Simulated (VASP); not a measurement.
Runs of VASP 6.6.1 on Ru. The structure is that of space group P6/mmm (No. 191), or close to it. The cells are those of the table. This isn't the form of Ru at room conditions, which is hcp.

```tsv
task	potentials or basis	cell	k mesh	cutoff (eV)	gap on the mesh (eV)	pressure (GPa)
single point	VASP PAW PBE potentials, release 64 (Ru_pv)	a = 4.332, b = 4.332, c = 2.733 Å, angles 90.0, 90.0, 120.0°, 3 atoms	11 × 11 × 15	520	none	(a)
single point	VASP PAW PBE potentials, release 64 (Ru_sv)	a = 4.273, b = 4.273, c = 2.696 Å, angles 90.0, 90.0, 120.0°, 3 atoms	10 × 10 × 13	600	none	11.8
relaxation of cell and atoms	VASP PAW PBE potentials, release 64 (Ru_pv)	relaxed from a = 4.247, b = 4.247, c = 2.603 Å, angles 90.0, 90.0, 120.0°, 3 atoms	9 × 9 × 12	600	none	0.0
single point	VASP PAW PBE potentials, release 64 (Ru_sv)	a = 4.213, b = 4.213, c = 2.658 Å, angles 90.0, 90.0, 120.0°, 3 atoms	10 × 10 × 13	600	none	26.3
```

Alike in all rows: level BLYP; no spin polarisation; smearing fermi-dirac 0.1 eV.

Estimate the missing entries.

(a) 0.7.

Caveats: the PAW data sets were made with another functional, which shifts forces and pressure a little; the cell stands under pressure (at least some runs).

A k mesh can miss the band edges, and the runs leave out spin-orbit coupling on Ru.

A gap of «none» marks levels without a gap at the run's occupations.

The runs don't all hold the same shells in valence.
